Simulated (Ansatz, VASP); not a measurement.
**Cu: VASP beside Ansatz**

The input INCAR:

```
SYSTEM = Cu
PREC     = Accurate       ! precision mode
ENCUT    = 520            ! plane-wave cutoff, eV
EDIFF    = 1E-6           ! SCF threshold, eV
ISMEAR   = 0              ! smearing method
SIGMA    = 0.15           ! smearing width, eV
LREAL    = .FALSE.        ! projectors in reciprocal space
LASPH    = .TRUE.         ! aspherical terms in the spheres
NELM     = 60             ! most SCF steps
ALGO     = Fast           ! electronic algorithm
ISIF     = 2              ! what is computed and relaxed
LWAVE    = .FALSE.        ! write WAVECAR
LCHARG   = .TRUE.         ! write CHGCAR
GGA      = PS             ! functional
LELF     = .TRUE.         ! ELF
LVHAR    = .TRUE.       
NBANDS   = 12             ! bands
```

The input KPOINTS:

```
Automatic mesh
0
G
  24 24 24
  0 0 0
```

The input POSCAR:

```
Cu
1.0
   -1.5870726520      1.5870726520      1.3760814500
    1.5870726520     -1.5870726520      1.3760814500
    1.5870726520      1.5870726520     -1.3760814500
Cu
1
Direct
    0.0000000000      0.0000000000      0.0000000000
```

Input for Ansatz:

```yaml
crystal:
  lattice:
    - [-1.587072652, 1.587072652, 1.37608145]
    - [1.587072652, -1.587072652, 1.37608145]
    - [1.587072652, 1.587072652, -1.37608145]
  atoms:
    - { symbol: Cu, position: [0.0, 0.0, 0.0] }
basis:
  ecutwfc: 420
kpoints:
  mp_grid: { grid: [24, 24, 24] }
hamiltonian:
  xc: pbesol
scf:
  occupations: { method: gaussian, width: 0.15 }
output:
  forces: true
  stress: true
  eigenvalues: true
  write_density: true
  write_potential: true
  elf: true
  volumetric_format: npy
```

Change from the starting cell: strain +0.1000 x Voigt [1, 1, 0, 0, 0, 0], atoms carried along.

Alike in both runs: task single point; functional PBEsol; k mesh 24 × 24 × 24; occupations gaussian, width 0.15 eV; no spin polarisation.

|  | VASP | Ansatz |
| --- | --- | --- |
| version | VASP 6.6.1 | Ansatz 0.2.0 |
| potentials or method | VASP PAW PBE potentials, release 64 (Cu), cutoff 520 eV | scalar-relativistic, plane waves, PAW |
| valence electrons in the cell | 11 | 19 |

|  | VASP | Ansatz | Ansatz less VASP |
| --- | --- | --- | --- |
| gap on the k mesh at the Fermi level (eV) | none | none | - |
| pressure (GPa) | -18.5 | -19.6 | -1.11 |
| traceless stress, the component that is largest in VASP (GPa) | 0.11 | 0.07 | -0.038 |

VASP's potentials were made for PBE, not for PBEsol. A gap of «none» marks a metal or a gap that the smearing closes. The functional is the same, so the differences come from potentials, cutoffs and numerics. VASP's potentials hold 11 valence electrons a cell and Ansatz's 19, so a difference there can come from the potentials and not from the codes.
